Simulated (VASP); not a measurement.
# Ir in VASP: further runs

The runs below take Ir through single point, relaxation of the atoms, with LDA.

Program: VASP 6.6.1. These are calculated values, not measurements. Logs are shortened: lines on timing, memory, paths and dates and some standing lists are left out, and cuts for length are marked.

### 1 The cell of the first run

The cell holds a slab with vacuum, 4 atoms: a = 2.695 Å, b = 2.695 Å, c = 23.601 Å, α = 90.00°, β = 90.00°, γ = 120.00°.

### 2 Single point, LDA

Input file INCAR:

```
PREC     = Accurate       # precision mode
ENCUT    = 420            # plane-wave cutoff, eV
EDIFF    = 1E-6           # SCF threshold, eV
ISMEAR   = 0              # smearing method
SIGMA    = 0.1            # smearing width, eV
LREAL    = False          # projectors in reciprocal space
LASPH    = True           # aspherical terms in the spheres
NELM     = 120            # most SCF steps
ALGO     = Normal         # electronic algorithm
ISIF     = 2              # what is computed and relaxed
LWAVE    = False          # write WAVECAR
LCHARG   = False          # write CHGCAR
LDIPOL   = True         
IDIPOL   = 3            
DIPOL    = 0.5 0.5 0.499
NBANDS   = 42             # bands
GGA_COMPAT= False        
NELMDL   = -8
```

Input file KPOINTS:

```
Automatic mesh
0
Gamma
  12 12 1
```

Input file POSCAR:

```
Ir
1.0
    2.6947084175      0.0000000000      0.0000000000
   -1.3473542087      2.3336859453      0.0000000000
    0.0000000000      0.0000000000     23.6006606284
Ir
4
Direct
    0.6666666667      0.3333333333      0.3601594097
    0.3333333333      0.6666666667      0.4533864699
    0.0000000000      0.0000000000      0.5452677598
    0.6666666667      0.3333333333      0.6366513095
```

Potentials or basis: VASP PAW LDA potentials, release 64 (Ir_sv_GW).

The run is started by

```bash
$ cat potpaw_LDA.64/Ir_sv_GW/POTCAR > POTCAR
$ mpirun -np 1 vasp_std > vasp.out
```

OUTCAR:

```text
PREC = Accurate
   ENCUT = 420
   EDIFF = 1E-6
   ISMEAR = 0
   LREAL = False
   LASPH = True
   NELM = 120
   ISIF = 2
   NELMDL = -8

 ion  position               nearest neighbor table
   1  0.667  0.333  0.360-   2 2.69   2 2.69   2 2.69
   2  0.333  0.667  0.453-   3 2.67   3 2.67   3 2.67   1 2.69   1 2.69   1 2.69
   3  0.000  0.000  0.545-   4 2.66   4 2.66   4 2.66   2 2.67   2 2.67   2 2.67
   4  0.667  0.333  0.637-   3 2.66   3 2.66   3 2.66

  LATTYP: Found a hexagonal cell.
 ALAT       =     2.6947084175
 C/A-ratio  =     8.7581500377

  Lattice vectors:

 A1 = (   2.6947084175,   0.0000000000,   0.0000000000)
 A2 = (  -1.3473542087,   2.3336859453,   0.0000000000)
 A3 = (   0.0000000000,   0.0000000000,  23.6006606284)

Analysis of symmetry for initial positions (statically):
=====================================================================
 Subroutine PRICEL returns:
 Original cell was already a primitive cell.

 Routine SETGRP: Setting up the symmetry group for a
 hexagonal supercell.

 Subroutine GETGRP returns: Found  6 space group operations
 (whereof  6 operations were pure point group operations)
 out of a pool of 24 trial point group operations.

The static configuration has the point symmetry C_3v.

Analysis of symmetry for dynamics (positions and initial velocities):
=====================================================================
 Subroutine PRICEL returns:
 Original cell was already a primitive cell.

 Routine SETGRP: Setting up the symmetry group for a
 hexagonal supercell.

 Subroutine GETGRP returns: Found  6 space group operations
 (whereof  6 operations were pure point group operations)
 out of a pool of 24 trial point group operations.

The dynamic configuration has the point symmetry C_3v.

 Subroutine INISYM returns: Found  6 space group operations
 (whereof  6 operations are pure point group operations),
 and found     1 'primitive' translations

----------------------------------------------------------------------------------------

                                     Primitive cell

  volume of cell :     148.4152

  direct lattice vectors                    reciprocal lattice vectors
     2.694708417  0.000000000  0.000000000     0.371097664  0.214253336  0.000000000
    -1.347354209  2.333685945  0.000000000     0.000000000  0.428506673  0.000000000
     0.000000000  0.000000000 23.600660628     0.000000000  0.000000000  0.042371695

  length of vectors
     2.694708417  2.694708417 23.600660628     0.428506673  0.428506673  0.042371695

  position of ions in fractional coordinates (direct lattice)
     0.666666667  0.333333333  0.360159410
     0.333333333  0.666666667  0.453386470
     0.000000000  0.000000000  0.545267760
     0.666666667  0.333333333  0.636651310

  ion indices of the primitive-cell ions
   primitive index   ion index
                 1           1
                 2           2
                 3           3
                 4           4

----------------------------------------------------------------------------------------

 KPOINTS: Automatic mesh

Automatic generation of k-mesh.
 Grid dimensions read from file:
 generate k-points for:   12   12    1

 Generating k-lattice:

  Cartesian coordinates                     Fractional coordinates (reciprocal lattice)
     0.030924805  0.017854445  0.000000000     0.083333333  0.000000000  0.000000000
     0.000000000  0.035708889  0.000000000     0.000000000  0.083333333  0.000000000
     0.000000000  0.000000000  0.042371695     0.000000000  0.000000000  1.000000000

  Length of vectors
     0.035708889  0.035708889  0.042371695

  Shift w.r.t. Gamma in fractional coordinates (k-lattice)
     0.000000000  0.000000000  0.000000000

 Subroutine IBZKPT returns following result:
 ===========================================

 Found     19 irreducible k-points:

 Following reciprocal coordinates:
            Coordinates               Weight
  0.000000  0.000000  0.000000      1.000000
  0.083333 -0.000000  0.000000      6.000000
  0.166667 -0.000000  0.000000      6.000000
  0.250000 -0.000000  0.000000      6.000000
  0.333333 -0.000000  0.000000      6.000000
  0.416667 -0.000000  0.000000      6.000000
[... 11 lines left out ...]
  0.333333  0.250000  0.000000     12.000000
  0.333333  0.333333  0.000000      2.000000
   k-points           NKPTS =     19   k-points in BZ     NKDIM =     19   number of bands    NBANDS=     42
   number of dos      NEDOS =    301   number of ions     NIONS =      4
   total plane-waves  NPLWV =  51840
   dimension x,y,z NGX =    18 NGY =   18 NGZ =  160
   dimension x,y,z NGXF=    36 NGYF=   36 NGZF=  320
   ions per type =               4
   NGX,Y,Z   is equivalent  to a cutoff of  11.10, 11.10, 11.27 a.u.
   NGXF,Y,Z  is equivalent  to a cutoff of  22.21, 22.21, 22.54 a.u.
 SYSTEM =  unknown system
   PREC   = accura    normal or accurate (medium, high low for compatibility)
   ISTART =      0    job   : 0-new  1-cont  2-samecut
   ICHARG =      2    charge: 1-file 2-atom 10-const
   ISPIN  =      1    spin polarized calculation?
   LNONCOLLINEAR =      F non collinear calculations
   LSORBIT =      F    spin-orbit coupling
   LASPH  =      T    aspherical Exc in radial PAW
   ENCUT  =  420.0 eV  30.87 Ry    5.56 a.u.   4.50  4.50 39.44*2*pi/ulx,y,z
   NELM   =    120;   NELMIN=  2; NELMDL= -8     # of ELM steps
   EDIFF  = 0.1E-05   stopping-criterion for ELM
   LREAL  =      F    real-space projection
   EDIFFG = 0.1E-04   stopping-criterion for IOM
   NSW    =      0    number of steps for IOM
   IBRION =     -1    ionic relax: 0-MD 1-quasi-New 2-CG
   NFREE  =      0    steps in history (QN), initial steepest desc. (CG)
   ISIF   =      2    stress and relaxation
   ISYM   =      2    0-nonsym 1-usesym 2-fastsym
   POTIM  = 0.5000    time-step for ionic-motion
   TEBEG  =    0.0;   TEEND  =   0.0 temperature during run
   PSTRESS=    0.0 pullay stress
   NELECT =      68.0000    total number of electrons
   NUPDOWN=      -1.0000    fix difference up-down
   EMIN   =  10.00;   EMAX   =-10.00  energy-range for DOS
   EFERMI =   0.00;   METHOD = LEGACY
   ISMEAR =     0;   SIGMA  =   0.10  broadening in eV -4-tet -1-fermi 0-gaus
   EFERMI_NEDOS =   21; number of points for ismear=-14 and -15
   IALGO  =     38    algorithm
   IMIX   =      4    mixing-type and parameters
     AMIX     =   0.40;   BMIX     =  1.00
     AMIX_MAG =   1.60;   BMIX_MAG =  1.00
  volume/ion in A,a.u.               =      37.10       250.39
  Fermi-wavevector in a.u.,A,eV,Ry     =   1.262075  2.384975 21.671798  1.592832
  Thomas-Fermi vector in A             =   2.395501
   LORBIT       =      0    0 simple, 1 ext, 2 COOP (PROOUT), +10 PAW based schemes
   GGA     = CA    functional components
   LHFCALC =     F    Hartree Fock is set to
   AEXX    =    0.0000 exact exchange contribution
   IVDW    =     0    specifies the selected vdW correction
   LEPSILON=     F    determine dielectric tensor
   LRPA    =     F    only Hartree local field effects (RPA)
 non-spin polarized calculation
 Gauss-broadening in eV      SIGMA  =   0.10
  energy-cutoff  :      420.00
  volume of cell :      148.42
 maximum number of plane-waves:      2955
 NGX is ok and might be reduce to    18

 dipolmoment           0.000000      0.000000      0.000900 electrons x Angstroem

 number of electron      67.9999999 magnetization

 dipolmoment           0.000000      0.000000     -0.000819 electrons x Angstroem

 Free energy of the ion-electron system (eV)
  ---------------------------------------------------
  ext. energy  EPLUGINS =         0.00000000
  ---------------------------------------------------
  free energy    TOTEN  =       -41.42469735 eV

  energy without entropy =      -41.40284767  energy(sigma->0) =      -41.41377251

 E-fermi :   1.2452     XC(G=0):  -6.4466

 val. band max:        1.2077489560   @ k =   0.3333  -0.0000   0.0000
 cond. band min:       1.2776004558   @ k =   0.4167   0.1667   0.0000
 fundamental gap:      0.0698514998
 Fermi energy:         1.2452223792

 k-point     1 :       0.0000    0.0000    0.0000
  band No.  band energies     occupation
      1     -91.4163      2.00000
      2     -91.3423      2.00000
      3     -90.7888      2.00000
      4     -90.7473      2.00000
      5     -48.8796      2.00000
      6     -48.4412      2.00000
[... 34 lines left out ...]
     41       2.0518      0.00000
     42       6.7279      0.00000

 k-point     2 :       0.0833   -0.0000    0.0000
  band No.  band energies     occupation
      1     -91.4126      2.00000
      2     -91.3393      2.00000
      3     -90.7855      2.00000
      4     -90.7441      2.00000
      5     -48.8663      2.00000
      6     -48.4479      2.00000
[... 34 lines left out ...]
     41       3.3325      0.00000
     42       6.9340      0.00000

 k-point     3 :       0.1667   -0.0000    0.0000
  band No.  band energies     occupation
      1     -91.4023      2.00000
      2     -91.3311      2.00000
      3     -90.7766      2.00000
      4     -90.7351      2.00000
      5     -48.8305      2.00000
      6     -48.4918      2.00000
[... 34 lines left out ...]
     41       4.9472      0.00000
     42       7.5153      0.00000

 k-point     4 :       0.2500   -0.0000    0.0000
  band No.  band energies     occupation
      1     -91.3881      2.00000
      2     -91.3200      2.00000
      3     -90.7643      2.00000
      4     -90.7228      2.00000
      5     -48.7876      2.00000
      6     -48.6152      2.00000
[... 619 lines left out ...]
     41       9.4677      0.00000
     42       9.5844      0.00000

 k-point    18 :       0.3333    0.2500    0.0000
  band No.  band energies     occupation
      1     -91.3543      2.00000
      2     -91.2939      2.00000
      3     -90.7353      2.00000
      4     -90.6936      2.00000
      5     -48.8099      2.00000
      6     -48.7607      2.00000
[... 34 lines left out ...]
     41       8.2927      0.00000
     42       8.9217      0.00000

 k-point    19 :       0.3333    0.3333    0.0000
  band No.  band energies     occupation
      1     -91.3524      2.00000
      2     -91.2924      2.00000
      3     -90.7336      2.00000
      4     -90.6920      2.00000
      5     -48.7421      2.00000
      6     -48.7297      2.00000
[... 34 lines left out ...]
     41       9.0526      0.00000
     42       9.0767      0.00000

------------------------ aborting loop because EDIFF is reached ----------------------------------------

 vacuum level on the upper side and lower side of the slab       (xc-potential included)        -0.247        -0.211

  FORCE on cell =-STRESS in cart. coord.  units (eV):
  Direction    XX          YY          ZZ          XY          YZ          ZX
  --------------------------------------------------------------------------------------
  -------------------------------------------------------------------------------------
  Total       -4.7264114     -4.7264114     -1.4019534     -0.0000000      0.0000000      0.0000000
  in kB      -51.0227369    -51.0227369    -15.1344215     -0.0000000      0.0000000      0.0000000
  external PRESSURE =     -39.0599651 kB  Pullay stress =       0.0000000 kB

 VOLUME and BASIS-vectors are now :
 -----------------------------------------------------------------------------
  energy-cutoff  :      420.00
  volume of cell :      148.42
      direct lattice vectors                 reciprocal lattice vectors
     2.694708417  0.000000000  0.000000000     0.371097664  0.214253336  0.000000000
    -1.347354209  2.333685945  0.000000000     0.000000000  0.428506673  0.000000000
     0.000000000  0.000000000 23.600660628     0.000000000  0.000000000  0.042371695

 POSITION                                       TOTAL-FORCE (eV/Angst)
 -----------------------------------------------------------------------------------
      1.34735      0.77790      8.50000         0.000000     -0.000000      0.403507
     -0.00000      1.55579     10.70022        -0.000000     -0.000000     -0.471335
      0.00000      0.00000     12.86868        -0.000000      0.000000     -0.013153
      1.34735      0.77790     15.02539         0.000000      0.000000      0.080980
 -----------------------------------------------------------------------------------
    total drift:                               -0.000001      0.000000      0.000059

  FREE ENERGIE OF THE ION-ELECTRON SYSTEM (eV)
  ---------------------------------------------------
  free  energy   TOTEN  =       -41.4246973467 eV

  energy  without entropy=      -41.4028476690  energy(sigma->0) =      -41.41377251

 vacuum level on the upper side and lower side of the slab         6.800         6.839
```

Run time: 2.5 min. Hardware: 1 thread of AMD EPYC 9R45 (Zen 5), shared host; peak memory 0.18 GiB.

Results:

- Free energy: -41.4247 eV
- Largest force: 0.471 eV/Å
- Band gap on the k mesh: zero (bands 34 and 35 overlap by 2.50 eV)

Forces in eV/Å, atoms in the order of the input:
```
Ir   0.000  0.000  0.404
Ir   0.000  0.000 -0.471
Ir   0.000  0.000 -0.013
Ir   0.000  0.000  0.081
```

Levels at points of the mesh, in eV from the Fermi level:
| k point | band 30 | band 31 | band 32 | band 33 | band 34 | band 35 | band 36 | band 37 |
| --- | --- | --- | --- | --- | --- | --- | --- | --- |
| (0.00, 0.00, 0.00) | -3.09 | -3.09 | -1.28 | -1.28 | -0.93 | -0.93 | -0.80 | 0.07 |
| (0.50, 0.00, 0.00) | -0.45 | 0.10 | 0.67 | 0.91 | 1.16 | 1.18 | 1.64 | 1.69 |

Caveat: spin-orbit coupling is left out, which moves the levels of the heavy elements.

### 3 Single point, LDA

This run uses another cell than the first one: it holds 6 atoms, not 4.

Input file INCAR:

```
SYSTEM = Ir
PREC     = Accurate       ! precision mode
ENCUT    = 420            ! plane-wave cutoff, eV
EDIFF    = 1E-6           ! SCF threshold, eV
ISMEAR   = 0              ! smearing method
SIGMA    = 0.1            ! smearing width, eV
LREAL    = .FALSE.        ! projectors in reciprocal space
LASPH    = .TRUE.         ! aspherical terms in the spheres
NELM     = 120            ! most SCF steps
ALGO     = Normal         ! electronic algorithm
ISIF     = 2              ! what is computed and relaxed
LWAVE    = .FALSE.        ! write WAVECAR
LCHARG   = .FALSE.        ! write CHGCAR
LDIPOL   = .TRUE.       
IDIPOL   = 3            
DIPOL    = 0.5 0.5 0.500
NBANDS   = 60             ! bands
GGA_COMPAT= .FALSE.      
NELMDL   = -8
```

Input file KPOINTS:

```
regular mesh
0
G
  15 15 1
  0 0 0
```

Input file POSCAR:

```
Ir
1.0
    2.6947084175      0.0000000000      0.0000000000
   -1.3473542087      2.3336859453      0.0000000000
    0.0000000000      0.0000000000     26.0011010473
Ir
6
Direct
    0.6666666667      0.3333333333      0.2884493232
    0.3333333333      0.6666666667      0.3730695939
    0.0000000000      0.0000000000      0.4576898646
    0.6666666667      0.3333333333      0.5423101354
    0.3333333333      0.6666666667      0.6269304061
    0.0000000000      0.0000000000      0.7115506768
```

Potentials or basis: VASP PAW LDA potentials, release 64 (Ir_sv_GW).

The run is started by

```bash
$ cat potpaw_LDA.64/Ir_sv_GW/POTCAR > POTCAR
$ mpirun -np 1 vasp_std > vasp.out
```

OUTCAR:

```text
SYSTEM = Ir
   PREC = Accurate
   ENCUT = 420
   EDIFF = 1E-6
   ISMEAR = 0
   LREAL = .FALSE.
   LASPH = .TRUE.
   NELM = 120
   ISIF = 2
   NELMDL = -8

 ion  position               nearest neighbor table
   1  0.667  0.333  0.288-   2 2.69   2 2.69   2 2.69
   2  0.333  0.667  0.373-   1 2.69   3 2.69   1 2.69   3 2.69   3 2.69   1 2.69
   3  0.000  0.000  0.458-   2 2.69   2 2.69   2 2.69   4 2.69   4 2.69   4 2.69
   4  0.667  0.333  0.542-   5 2.69   5 2.69   5 2.69   3 2.69   3 2.69   3 2.69
   5  0.333  0.667  0.627-   4 2.69   6 2.69   4 2.69   6 2.69   6 2.69   4 2.69
   6  0.000  0.000  0.712-   5 2.69   5 2.69   5 2.69
[... 1729 lines left out ...]
  Total       -5.6261269     -5.6261269     -3.3940920     -0.0000000      0.0000000      0.0000000
  in kB      -55.1282463    -55.1282463    -33.2573977     -0.0000000      0.0000000      0.0000000
  external PRESSURE =     -47.8379634 kB  Pullay stress =       0.0000000 kB

 VOLUME and BASIS-vectors are now :
 -----------------------------------------------------------------------------
  energy-cutoff  :      420.00
  volume of cell :      163.51
      direct lattice vectors                 reciprocal lattice vectors
     2.694708417  0.000000000  0.000000000     0.371097664  0.214253336  0.000000000
    -1.347354209  2.333685945  0.000000000     0.000000000  0.428506673  0.000000000
     0.000000000  0.000000000 26.001101047     0.000000000  0.000000000  0.038459910

 POSITION                                       TOTAL-FORCE (eV/Angst)
 -----------------------------------------------------------------------------------
      1.34735      0.77790      7.50000         0.000000      0.000000      0.466958
     -0.00000      1.55579      9.70022         0.000000     -0.000000     -0.376475
      0.00000      0.00000     11.90044         0.000000      0.000000     -0.229722
      1.34735      0.77790     14.10066        -0.000000     -0.000000      0.229722
     -0.00000      1.55579     16.30088        -0.000000      0.000000      0.376475
      0.00000      0.00000     18.50110         0.000000      0.000000     -0.466958
 -----------------------------------------------------------------------------------
    total drift:                               -0.000000      0.000000      0.000000

  FREE ENERGIE OF THE ION-ELECTRON SYSTEM (eV)
  ---------------------------------------------------
  free  energy   TOTEN  =       -63.1669889309 eV

  energy  without entropy=      -63.1403682596  energy(sigma->0) =      -63.15367860

 vacuum level on the upper side and lower side of the slab         9.579         9.579
```

OSZICAR:

```text
N       E                     dE             d eps       ncg     rms          rms(c)
DAV:   1     0.102968417962E+04    0.10297E+04   -0.69152E+04  4488   0.145E+03
DAV:   2    -0.106096053978E+02   -0.10403E+04   -0.10153E+04  3920   0.488E+02
DAV:   3    -0.694650808842E+02   -0.58855E+02   -0.56936E+02  3764   0.104E+02
[... 35 lines left out ...]
DAV:  39    -0.631669991478E+02    0.13559E-04   -0.13001E-05  3312   0.156E-02    0.125E-02
DAV:  40    -0.631669880023E+02    0.11145E-04   -0.67647E-06  2564   0.619E-03    0.126E-02
DAV:  41    -0.631669869138E+02    0.10885E-05   -0.26150E-06  2460   0.628E-03    0.101E-02
DAV:  42    -0.631669888035E+02   -0.18897E-05   -0.54467E-07  1920   0.270E-03    0.509E-03
DAV:  43    -0.631669889309E+02   -0.12734E-06   -0.45444E-07  1868   0.270E-03
   1 F= -.63166989E+02 E0= -.63153679E+02  d E =-.266207E-01
```

Wall time 7 min (1 thread of Intel Xeon Platinum 8375C at 2.90GHz (Ice Lake), shared host); peak memory 0.29 GiB.

Results:

* Free energy: -63.1670 eV
* Largest force: 0.467 eV/Å
* Band gap on the k mesh: zero (bands 51 and 52 overlap by 2.20 eV)

Forces on the atoms (eV/Å):
```
Ir   0.000  0.000  0.467
Ir   0.000  0.000 -0.376
Ir   0.000  0.000 -0.230
Ir   0.000  0.000  0.230
Ir   0.000  0.000  0.376
Ir   0.000  0.000 -0.467
```

Caveat: spin-orbit coupling is left out, which moves the levels of the heavy elements.

(Continued in part 2 of 2.)

The gap in the log of VASP goes by the Fermi energy; the results here count the filled bands.